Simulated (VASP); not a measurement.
Runs of VASP 6.6.1 on Ca3Mg. The structure is that of space group Pm-3m (No. 221), or close to it. The cells are those of the table. 

```tsv
task	cell	cutoff (eV)	gap on the mesh (eV)	pressure (GPa)
single point	a = 5.126 Å, 4 atoms	520	none	-0.5
relaxation of cell and atoms	relaxed from a = 5.290 Å, 4 atoms	600	none	-0.1
single point	a = 5.075 Å, 4 atoms	520	none	(a)
single point	a = 5.100 Å, 4 atoms	520	none	-0.2
```

Alike in all rows: level LDA; potentials or basis VASP PAW LDA potentials, release 64 (Mg, Ca_sv); no spin polarisation; k mesh 4 × 4 × 4; smearing methfessel-paxton 0.05 eV.

Question: Fill in the values left out.

Answer: (a) 0.2.

A gap of «none» marks levels without a gap at the run's occupations.
